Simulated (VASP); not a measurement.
Write the native input for VASP 6.6.1 that does the following.

* Task: single point
* Functional: LDA
* Potentials or basis: VASP PAW LDA potentials, release 64 (Rb_sv, V_sv, F)
* Cutoff: 520 eV
* k mesh: 5 × 5 × 5
* Occupations: gaussian, width 0.05 eV
* Spin: no spin polarisation
* Hubbard terms: V d U = 4.0 eV
* Dipole correction: no
* Further INCAR settings: ALGO = Normal; EDIFF = 1e-06; NBANDS = 30

The structure of RbVF3 lies in POSCAR:

```
RbVF3
1.0
    4.1819996800      0.0000000000      0.0000000000
    0.0000000000      4.1819996800      0.0000000000
    0.0000000000      0.0000000000      4.1819996800
Rb V F
1 1 3
Direct
    0.0000000000      0.0000000000      0.0000000000
    0.5000000000      0.5000000000      0.5000000000
    0.5000000000      0.5000000000      0.0000000000
    0.0000000000      0.5000000000      0.5000000000
    0.5000000000      0.0000000000      0.5000000000
```

These files were run (other wordings do the same):

INCAR

```
  PREC = Accurate
  ENCUT = 520
  EDIFF = 1E-6
  ISMEAR = 0
  SIGMA = 0.05
  LREAL = F
  LASPH = T
  NELM = 150
  ALGO = Normal
  ISIF = 2
  LWAVE = F
  LCHARG = F
  LMAXMIX = 4
  LDAU = T
  LDAUTYPE = 2
  LDAUL = -1 2 -1
  LDAUU = 0 4 0
  LDAUJ = 0 0 0
  LDAUPRINT = 1
  NBANDS = 30
```

KPOINTS

```
Automatic mesh
0
Gamma
  5 5 5
```

Potentials or basis: VASP PAW LDA potentials, release 64 (Rb_sv, V_sv, F).

The run is started by

```sh
$ cat potpaw_LDA.64/Rb_sv/POTCAR potpaw_LDA.64/V_sv/POTCAR potpaw_LDA.64/F/POTCAR > POTCAR
$ mpirun -np 1 vasp_std > vasp.out
```

It gave:

The pressure is -7.4 GPa and the band gap on the k mesh is zero (an odd number of electrons rules out a gap without spin polarisation).

Caveat: the cell stands under tension; an odd number of electrons without spin polarisation forces a metal; a magnetic or distorted state may lie lower; the run has no spin polarisation, though such a crystal can be magnetic; U without spin polarisation on a metal has little footing.

Run time: 24 s on 1 thread of Intel Xeon 8259CL, with other jobs on the host, peak memory 0.16 GiB.
